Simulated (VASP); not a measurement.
A run of VASP 6.6.1 is set up as follows.

The input INCAR:

```
SYSTEM = Mg16O17
PREC = Accurate
ENCUT = 520
EDIFF = 1E-6
ISMEAR = -1
SIGMA = 0.01
LREAL = Auto
LASPH = .True.
NELM = 120
ALGO = Normal
ISIF = 2
LWAVE = .False.
LCHARG = .True.
GGA = PE
LELF = .True.
LVHAR = .True.
NELECT = 136.0
NBANDS = 89
GGA_COMPAT = .False.
```

The input KPOINTS:

```
regular mesh
0
Gamma
  1 1 1
  0 0 0
```

Contents of POSCAR:

```
Mg16O17
1.0
   -4.2543812300      4.2543812300      4.2543812300
    4.2543812300     -4.2543812300      4.2543812300
    4.2543812300      4.2543812300     -4.2543812300
Mg O
16 17
Direct
    0.0026840566      0.0025826317      0.0033192841
    0.0025782833      0.2570763975      0.7508725305
    0.0048940137      0.4977788509      0.4985477054
    0.0025947369      0.7501411668      0.2578676994
    0.2572007399      0.0024613450      0.7508620707
    0.2433298626      0.2432046975      0.4962476059
    0.2433208131      0.4955209432      0.2439439354
    0.2571908677      0.7501160163      0.0031890654
    0.4979351604      0.0047447558      0.4985439445
    0.4956455207      0.2431431139      0.2439100880
    0.4979127129      0.4977988303      0.0055266556
    0.4978808634      0.7502047483      0.7509503327
    0.7502729134      0.0024437161      0.2578796870
    0.7502793773      0.2571073068      0.0032237355
    0.7502389484      0.4977192653      0.7508793470
    0.7502471752      0.7500586636      0.4985453549
    0.0066788796      0.0065501887      0.5133278806
   -0.0121145702      0.2441340923      0.2449013014
    0.0066834631      0.5125535024      0.0073039999
    0.0663761625      0.7501082596      0.7508358624
    0.2442644286     -0.0122727601      0.2448797942
    0.2442594925      0.2441278635     -0.0115229448
    0.2562666440      0.4937302010      0.7508757037
    0.2562725203      0.7501272988      0.4944847173
    0.5126801953      0.0065320897      0.0072974184
    0.4938440836      0.2561376005      0.7508777017
    0.4341825286      0.4340050645      0.4347304343
    0.4938312733      0.7501186019      0.2569050447
    0.7502588103      0.0662745026      0.7508918048
    0.7502705628      0.2561150356      0.4944841297
    0.7502702103      0.4936818979      0.2569030467
    0.7502545793      0.7501220101      0.0670974190
    0.7502733835      0.7501603235      0.7509900564
```

Potentials or basis: VASP PAW PBE potentials, release 64 (Mg, O).

Run with:

```bash
$ cat potpaw_PBE.64/Mg/POTCAR potpaw_PBE.64/O/POTCAR > POTCAR
$ mpirun -np 1 vasp_gam > vasp.out
```

(1) Predict the largest force.

## Answers

(1) 0.019 eV/Å.

Caveat: the k points lie up to 1.04 Å⁻¹ apart; the cell carries a net charge on a neutralising background, which shifts energy and pressure.
